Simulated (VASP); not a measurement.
# C (P1) in VASP: relaxation of cell and atoms with PBE

Aim: the relaxation of cell and atoms of C with PBE.

Everything below comes from runs of VASP 6.6.1. Logs are shortened: lines on timing, memory, paths and dates and some standing lists are left out, and cuts for length are marked.

## Step 1: The cell of the first run

The typed cell holds 4 atoms: a = 2.319 Å, b = 2.696 Å, c = 4.227 Å, α = 82.39°, β = 75.41°, γ = 62.80°.

## Step 2: Relaxation of cell and atoms, PBE

INCAR reads:

```
  PREC = Accurate
  ENCUT = 600
  EDIFF = 1E-7
  ISMEAR = 0
  SIGMA = 0.2
  LREAL = False
  LASPH = True
  NELM = 80
  ALGO = Normal
  ISIF = 3
  LWAVE = False
  LCHARG = False
  GGA = PE
  IBRION = 2
  NSW = 80
  EDIFFG = -0.025
```

KPOINTS reads:

```
regular mesh
0
Gamma
  10 10 10
```

POSCAR reads:

```
C
1.0
   -2.3185543053     -0.0415652202      0.0174780716
   -1.1952202789     -1.1996913165      2.0972609379
   -1.1120898384      3.5019971420      2.0892217788
C
4
Direct
    0.2513362966      0.2463585270      0.4148312854
    0.1271085738      0.6900151723      0.8836605020
    0.7859203190      0.2723946366      0.0656997667
    0.8356348106      0.7912316641      0.6358084459
```

Potentials or basis: VASP PAW PBE potentials, release 64 (C).

Launch:

```sh
> cat potpaw_PBE.64/C/POTCAR > POTCAR
> mpirun -np 1 vasp_std > vasp.out
```

OUTCAR:

```text
PREC = Accurate
   ENCUT = 600
   EDIFF = 1E-7
   ISMEAR = 0
   LREAL = False
   LASPH = True
   NELM = 80
   ISIF = 3
   GGA = PE
   IBRION = 2
   NSW = 80
   EDIFFG = -0.025

 ion  position               nearest neighbor table
   1  0.251  0.246  0.415-   4 1.60   3 1.69   4 1.74   4 1.91   3 2.01
   2  0.127  0.690  0.884-   4 1.32   3 1.60   3 1.66   3 1.73   4 1.83
   3  0.786  0.272  0.066-   2 1.60   2 1.66   1 1.69   2 1.73   1 2.01
   4  0.836  0.791  0.636-   2 1.32   1 1.60   1 1.74   2 1.83   1 1.91

  Warning from LATTYP: Got some problem with cell dimensions!
  Tried to take original basis but could not verify dimensions!
  LATTYP: Found a triclinic cell.
 ALAT       =     2.6322295038
 B/A-ratio  =     1.0240787022
 C/A-ratio  =     2.4641389107
 COS(alpha) =     0.0023669900
 COS(beta)  =     0.6096445484
 COS(gamma) =     0.6213278209

  Lattice vectors:

 A1 = (   1.1233340264,  -1.1581260963,   2.0797828663)
 A2 = (  -1.1952202789,  -1.1996913165,   2.0972609379)
 A3 = (   4.5539781701,  -4.6185580181,  -0.0269169841)

Analysis of symmetry for initial positions (statically):
=====================================================================
 Subroutine PRICEL returns:
 Original cell was already a primitive cell.

 Routine SETGRP: Setting up the symmetry group for a
 triclinic supercell.

 Subroutine GETGRP returns: Found  1 space group operations
 (whereof  1 operations were pure point group operations)
 out of a pool of  2 trial point group operations.

The static configuration has the point symmetry C_1 .

Analysis of symmetry for dynamics (positions and initial velocities):
=====================================================================
 Subroutine PRICEL returns:
 Original cell was already a primitive cell.

 Routine SETGRP: Setting up the symmetry group for a
 triclinic supercell.

 Subroutine GETGRP returns: Found  1 space group operations
 (whereof  1 operations were pure point group operations)
 out of a pool of  2 trial point group operations.

The dynamic configuration has the point symmetry C_1 .

 Subroutine INISYM returns: Found  1 space group operations
 (whereof  1 operations are pure point group operations),
 and found     1 'primitive' translations

----------------------------------------------------------------------------------------

                                     Primitive cell

  volume of cell :      22.7368

  direct lattice vectors                    reciprocal lattice vectors
    -2.318554305 -0.041565220  0.017478072    -0.433263225  0.007245417 -0.242770329
    -1.195220279 -1.199691317  2.097260938     0.006511341 -0.212190595  0.359144281
    -1.112089838  3.501997142  2.089221779    -0.002911790  0.212946474  0.120151861

  length of vectors
     2.318992716  2.695610174  4.226768912     0.496696034  0.417195231  0.244522287

  position of ions in fractional coordinates (direct lattice)
     0.251336297  0.246358527  0.414831285
     0.127108574  0.690015172  0.883660502
     0.785920319  0.272394637  0.065699767
     0.835634811  0.791231664  0.635808446

  ion indices of the primitive-cell ions
   primitive index   ion index
                 1           1
                 2           2
                 3           3
                 4           4

----------------------------------------------------------------------------------------

 KPOINTS: regular mesh

Automatic generation of k-mesh.
 Grid dimensions read from file:
 generate k-points for:   10   10   10

 Generating k-lattice:

  Cartesian coordinates                     Fractional coordinates (reciprocal lattice)
    -0.043326322  0.000724542 -0.024277033     0.100000000 -0.000000000  0.000000000
     0.000651134 -0.021219060  0.035914428     0.000000000  0.100000000  0.000000000
    -0.000291179  0.021294647  0.012015186    -0.000000000 -0.000000000  0.100000000

  Length of vectors
     0.049669603  0.041719523  0.024452229

  Shift w.r.t. Gamma in fractional coordinates (k-lattice)
     0.000000000  0.000000000  0.000000000

 Subroutine IBZKPT returns following result:
 ===========================================

 Found    504 irreducible k-points:

 Following reciprocal coordinates:
            Coordinates               Weight
  0.000000  0.000000  0.000000      1.000000
  0.100000 -0.000000  0.000000      2.000000
  0.200000 -0.000000  0.000000      2.000000
  0.300000  0.000000  0.000000      2.000000
  0.400000 -0.000000  0.000000      2.000000
  0.500000  0.000000  0.000000      1.000000
[... 16 lines left out ...]
 -0.400000  0.200000 -0.000000      2.000000
 -0.300000  0.200000 -0.000000      2.000000
 [... further k-points ...]
   k-points           NKPTS =    504   k-points in BZ     NKDIM =    504   number of bands    NBANDS=     12
   number of dos      NEDOS =    301   number of ions     NIONS =      4
   total plane-waves  NPLWV =  17280
   dimension x,y,z NGX =    20 NGY =   24 NGZ =   36
   dimension x,y,z NGXF=    40 NGYF=   48 NGZF=   72
   ions per type =               4
   NGX,Y,Z   is equivalent  to a cutoff of  14.34, 14.80, 14.16 a.u.
   NGXF,Y,Z  is equivalent  to a cutoff of  28.68, 29.60, 28.32 a.u.
 SYSTEM =  unknown system
   PREC   = accura    normal or accurate (medium, high low for compatibility)
   ISTART =      0    job   : 0-new  1-cont  2-samecut
   ICHARG =      2    charge: 1-file 2-atom 10-const
   ISPIN  =      1    spin polarized calculation?
   LNONCOLLINEAR =      F non collinear calculations
   LSORBIT =      F    spin-orbit coupling
   LASPH  =      T    aspherical Exc in radial PAW
   ENCUT  =  600.0 eV  44.10 Ry    6.64 a.u.   4.63  5.38  8.44*2*pi/ulx,y,z
   NELM   =     80;   NELMIN=  2; NELMDL= -5     # of ELM steps
   EDIFF  = 0.1E-06   stopping-criterion for ELM
   LREAL  =      F    real-space projection
   EDIFFG = -.3E-01   stopping-criterion for IOM
   NSW    =     80    number of steps for IOM
   IBRION =      2    ionic relax: 0-MD 1-quasi-New 2-CG
   NFREE  =      1    steps in history (QN), initial steepest desc. (CG)
   ISIF   =      3    stress and relaxation
   ISYM   =      2    0-nonsym 1-usesym 2-fastsym
   POTIM  = 0.5000    time-step for ionic-motion
   TEBEG  =    0.0;   TEEND  =   0.0 temperature during run
   PSTRESS=    0.0 pullay stress
   NELECT =      16.0000    total number of electrons
   NUPDOWN=      -1.0000    fix difference up-down
   EMIN   =  10.00;   EMAX   =-10.00  energy-range for DOS
   EFERMI =   0.00;   METHOD = LEGACY
   ISMEAR =     0;   SIGMA  =   0.20  broadening in eV -4-tet -1-fermi 0-gaus
   EFERMI_NEDOS =   21; number of points for ismear=-14 and -15
   IALGO  =     38    algorithm
   IMIX   =      4    mixing-type and parameters
     AMIX     =   0.40;   BMIX     =  1.00
     AMIX_MAG =   1.60;   BMIX_MAG =  1.00
  volume/ion in A,a.u.               =       5.68        38.36
  Fermi-wavevector in a.u.,A,eV,Ry     =   1.456146  2.751717 28.849274  2.120362
  Thomas-Fermi vector in A             =   2.573098
   LORBIT       =      0    0 simple, 1 ext, 2 COOP (PROOUT), +10 PAW based schemes
   GGA     = PE    functional components
   LHFCALC =     F    Hartree Fock is set to
   AEXX    =    0.0000 exact exchange contribution
   IVDW    =     0    specifies the selected vdW correction
   LEPSILON=     F    determine dielectric tensor
   LRPA    =     F    only Hartree local field effects (RPA)
 conjugate gradient relaxation of ions
 non-spin polarized calculation
 Gauss-broadening in eV      SIGMA  =   0.20
  energy-cutoff  :      600.00
  volume of cell :       22.74
 maximum number of plane-waves:       778
   NGX =  9   NGY = 11   NGZ = 17

--------------------------------------- Ionic step        1  -------------------------------------------

 number of electron      16.0000000 magnetization

 Free energy of the ion-electron system (eV)
  ---------------------------------------------------
  ext. energy  EPLUGINS =         0.00000000
  ---------------------------------------------------
  free energy    TOTEN  =       -27.93322945 eV

  energy without entropy =      -27.91822067  energy(sigma->0) =      -27.92572506

 E-fermi :  10.6193     XC(G=0): -13.5064

 val. band max:       10.6002056944   @ k =   0.1000   0.5000   0.5000
 cond. band min:      10.6296263049   @ k =  -0.1000  -0.1000   0.3000
 fundamental gap:      0.0294206105
 Fermi energy:        10.6192916859

 k-point     1 :       0.0000    0.0000    0.0000
  band No.  band energies     occupation
      1     -12.0632      2.00000
      2      -4.8401      2.00000
      3      -4.1974      2.00000
      4       4.9290      2.00000
      5       7.0347      2.00000
      6       9.5673      2.00000
      7      10.7180      0.48531
      8      13.2335      0.00000
      9      13.6107      0.00000
     10      14.4772      0.00000
     11      15.7707      0.00000
     12      16.0911      0.00000
[... 331 lines left out ...]
 k-point    24 :      -0.3000    0.2000   -0.0000
  band No.  band energies     occupation
      1      -7.6460      2.00000
      2      -2.8361      2.00000
      3      -1.0750      2.00000
      4       0.2133      2.00000
      5       1.6369      2.00000
      6       3.1270      2.00000
      7       4.5774      2.00000
      8       8.2207      2.00000
      9      10.7380      0.40128
     10      15.7839      0.00000
     11      17.2862      0.00000
     12      18.8338      0.00000

 [... further k-points ...]

------------------------ aborting loop because EDIFF is reached ----------------------------------------

  FORCE on cell =-STRESS in cart. coord.  units (eV):
  Direction    XX          YY          ZZ          XY          YZ          ZX
  --------------------------------------------------------------------------------------
  -------------------------------------------------------------------------------------
  Total        9.6948953      3.6733886     -1.7006345     -3.2741851      2.9803438     -3.0283323
  in kB      683.1627811    258.8498672   -119.8373094   -230.7194992    210.0136095   -213.3951778
  external PRESSURE =     274.0584463 kB  Pullay stress =       0.0000000 kB
[... 95 lines left out ...]
  FREE ENERGIE OF THE ION-ELECTRON SYSTEM (eV)
  ---------------------------------------------------
  free  energy   TOTEN  =       -30.0249083495 eV

  energy  without entropy=      -30.0114325691  energy(sigma->0) =      -30.01817046

[... ionic steps 4 to 49 ...]

--------------------------------------- Ionic step       50  -------------------------------------------

 number of electron      16.0000002 magnetization

------------------------ aborting loop because EDIFF is reached ----------------------------------------

  FORCE on cell =-STRESS in cart. coord.  units (eV):
  Direction    XX          YY          ZZ          XY          YZ          ZX
  --------------------------------------------------------------------------------------
  -------------------------------------------------------------------------------------
  Total       -0.0233606     -0.0343467      0.0010842      0.0088762     -0.0312171      0.0366536
  in kB       -1.1823289     -1.7383566      0.0548734      0.4492412     -1.5799642      1.8551147
  external PRESSURE =      -0.9552707 kB  Pullay stress =       0.0000000 kB
[... 61 lines left out ...]
  energy  without entropy=      -36.4787205432  energy(sigma->0) =      -36.47909655

--------------------------------------- Ionic step       52  -------------------------------------------

 number of electron      16.0000002 magnetization

 Free energy of the ion-electron system (eV)
  ---------------------------------------------------
  ext. energy  EPLUGINS =         0.00000000
  ---------------------------------------------------
  free energy    TOTEN  =       -36.47952567 eV

  energy without entropy =      -36.47877004  energy(sigma->0) =      -36.47914786

 E-fermi :   5.9070     XC(G=0): -11.0682

 val. band max:        5.7777476732   @ k =  -0.4000   0.3000   0.3000
 cond. band min:       6.0935678201   @ k =  -0.3000   0.4000   0.1000
 fundamental gap:      0.3158201469
 Fermi energy:         5.9070175261

 k-point     1 :       0.0000    0.0000    0.0000
  band No.  band energies     occupation
      1     -14.1564      2.00000
      2     -13.5007      2.00000
      3      -3.3577      2.00000
      4      -0.0805      2.00000
      5       2.6583      2.00000
      6       2.6920      2.00000
      7       2.6974      2.00000
      8       2.7268      2.00000
      9      11.1564      0.00000
     10      13.9585      0.00000
     11      14.0800      0.00000
     12      14.0848      0.00000
[... 331 lines left out ...]
 k-point    24 :      -0.3000    0.2000   -0.0000
  band No.  band energies     occupation
      1      -9.7030      2.00000
      2      -9.2659      2.00000
      3      -5.2870      2.00000
      4      -5.1525      2.00000
      5      -2.9361      2.00000
      6      -2.7319      2.00000
      7       1.9986      2.00000
      8       4.1683      2.00000
      9       8.0637      0.00000
     10       8.7926      0.00000
     11      16.2023      0.00000
     12      16.2827      0.00000

 [... further k-points ...]

------------------------ aborting loop because EDIFF is reached ----------------------------------------

  FORCE on cell =-STRESS in cart. coord.  units (eV):
  Direction    XX          YY          ZZ          XY          YZ          ZX
  --------------------------------------------------------------------------------------
  -------------------------------------------------------------------------------------
  Total       -0.0022547     -0.0210409      0.0331580      0.0099519     -0.0424902      0.0252491
  in kB       -0.1141577     -1.0653068      1.6787974      0.5038672     -2.1512915      1.2783689
  external PRESSURE =       0.1664443 kB  Pullay stress =       0.0000000 kB
[... 19 lines left out ...]
  FREE ENERGIE OF THE ION-ELECTRON SYSTEM (eV)
  ---------------------------------------------------
  free  energy   TOTEN  =       -36.4795256710 eV

  energy  without entropy=      -36.4787700410  energy(sigma->0) =      -36.47914786

 reached required accuracy - stopping structural energy minimisation
```

It took 62 min on 1 thread of Intel Xeon 8259CL, shared host; peak memory 0.34 GiB.

What came out:

* Free energy: -36.4795 eV
* Relaxed volume: 7.91 Å³/atom
* Relaxed cell: a = 2.461 Å, b = 2.464 Å, c = 6.147 Å, α = 84.95°, β = 78.47°, γ = 60.02°
* Space group after relaxing (to 0.1 Å): P-1 (No. 2)
* Energy gained by relaxing: 2136.6 meV/atom
* Ionic steps: 52
* Pressure after relaxing: 0.0 GPa
* Largest force after relaxing: 0.019 eV/Å

Forces on the atoms (eV/Å):
```
C    0.007  0.009 -0.015
C   -0.001  0.005  0.015
C   -0.004 -0.006  0.008
C   -0.002 -0.008 -0.007
```

Stress tensor (GPa, compression positive):
```
-0.01  0.05  0.13
 0.05 -0.11 -0.22
 0.13 -0.22  0.17
```

The path:
| step | energy change (eV) | largest force (eV/Å) | pressure (GPa) | volume (Å³) |
| --- | --- | --- | --- | --- |
| 1 | 0.0000 | 11.7774 | 27.41 | 22.74 |
| 3 | -2.0917 | 3.8011 | -5.27 | 24.18 |
| 5 | -3.2627 | 4.1339 | 9.85 | 24.05 |
| 7 | -4.4649 | 3.9650 | 5.45 | 24.52 |
| 9 | -5.3249 | 4.0236 | -4.21 | 25.11 |
| 11 | -5.7608 | 3.3913 | -0.73 | 25.22 |
| 13 | -6.3379 | 4.5726 | 12.91 | 25.21 |
| 15 | -7.1117 | 6.2352 | 36.32 | 26.36 |
| 17 | -7.5623 | 3.4508 | 25.02 | 26.70 |
| 19 | -7.9322 | 2.2570 | 13.10 | 27.98 |
| 21 | -8.1523 | 1.4538 | 1.95 | 29.14 |
| 23 | -8.2710 | 0.6357 | -0.07 | 29.95 |
| 25 | -8.3442 | 0.8502 | 5.68 | 30.42 |
| 27 | -8.4335 | 0.5332 | -0.37 | 31.70 |
| 29 | -8.4617 | 0.4255 | -6.07 | 32.44 |
| 31 | -8.5016 | 0.4379 | -2.43 | 32.24 |
| 33 | -8.5170 | 0.3059 | -0.58 | 32.03 |
| 35 | -8.5335 | 0.3469 | 0.75 | 31.74 |
| 37 | -8.5414 | 0.1939 | 0.65 | 31.55 |
| 39 | -8.5431 | 0.1790 | -0.31 | 31.57 |
| 41 | -8.5444 | 0.0640 | -0.28 | 31.54 |
| 43 | -8.5449 | 0.0734 | 0.46 | 31.51 |
| 45 | -8.5455 | 0.0879 | 0.56 | 31.54 |
| 47 | -8.5459 | 0.0710 | -0.18 | 31.64 |
| 49 | -8.5461 | 0.0543 | -0.30 | 31.67 |
| 51 | -8.5462 | 0.0268 | -0.05 | 31.65 |
| 52 | -8.5463 | 0.0191 | 0.02 | 31.64 |

Final structure:
```yaml
crystal:
  lattice:
    - [-2.45654, 0.14321, 0.05464]
    - [-1.24751, -0.96083, 1.89571]
    - [-0.85420, 5.37157, 2.86449]
  atoms:
    - { symbol: C, position: [0.24889, 0.18627, 0.50061] }
    - { symbol: C, position: [0.08442, 0.64695, 0.99954] }
    - { symbol: C, position: [0.75111, 0.31377, 0.99940] }
    - { symbol: C, position: [0.91559, 0.85302, 0.50046] }
```

Caveat: the volume moved by over 15 % at a fixed basis, so the end points are rough; this functional lacks dispersion, which binds layers or chains, so the pressure and a relaxed spacing across them are unreliable.
